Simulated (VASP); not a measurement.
A run of VASP 6.6.1 is set up as follows.

INCAR

```
PREC = Accurate ; ENCUT = 520
EDIFF = 1E-6 ; ISMEAR = 0
SIGMA = 0.1 ; LREAL = False
LASPH = True ; NELM = 60
ALGO = Normal ; ISIF = 2
LWAVE = False ; LCHARG = False
GGA = PE ; NBANDS = 52
```

Contents of KPOINTS:

```
Automatic mesh
0
Gamma
  6 2 4
```

POSCAR

```
MgW2Br4O4
1.0
    3.8578232664      0.0000000000      0.0000000000
    0.0000000000      8.4808919300      0.0000000000
   -0.0119060088      0.0000000000      7.7552361765
Mg W Br O
1 2 4 4
Direct
    0.4993108400      0.5000000000      0.2044046200
    0.0013945000      0.0000000000      0.9677061800
    0.9985279300      0.0000000000      0.4646644000
    0.0034773300      0.3147920700      0.9840945700
    0.0034773300      0.6852079300      0.9840945700
    0.9970343300      0.3139349500      0.4475965200
    0.9970343300      0.6860650500      0.4475965200
    0.5010969100      0.0000000000      0.9656719900
    0.9997847200      0.0000000000      0.7084382400
    0.4987986700      0.0000000000      0.4658200300
    0.0000630900      0.0000000000      0.2224853600
```

Potentials or basis: VASP PAW PBE potentials, release 64 (Mg, W_sv, Br, O).

Run with:

```bash
$ cat potpaw_PBE.64/Mg/POTCAR potpaw_PBE.64/W_sv/POTCAR potpaw_PBE.64/Br/POTCAR potpaw_PBE.64/O/POTCAR > POTCAR
$ mpirun -np 1 vasp_std > vasp.out
```

Estimate the pressure.

-3.7 GPa.

Predict the largest force.

1.753 eV/Å.

Estimate the band gap on the k mesh.

zero (bands 41 and 42 overlap by 1.37 eV).

Forces in eV/Å, atoms in the order of the input:
```
Mg   0.003  0.000  0.082
W    0.003  0.000  0.169
W   -0.015  0.000  0.011
Br  -0.003 -0.334 -0.048
Br  -0.003  0.334 -0.048
Br  -0.003 -0.215  0.011
Br  -0.003  0.215  0.011
O   -0.001  0.000 -0.013
O    0.007  0.000  1.598
O    0.013  0.000 -0.022
O    0.002  0.000 -1.753
```

Caveat: the k points lie up to 0.37 Å⁻¹ apart, too coarse for converged energies and pressures of a metal; spin-orbit coupling is left out, which moves the levels of the heavy elements; forces of over 1 eV/Å act on the atoms, so gaps and moduli don't describe the material at rest.
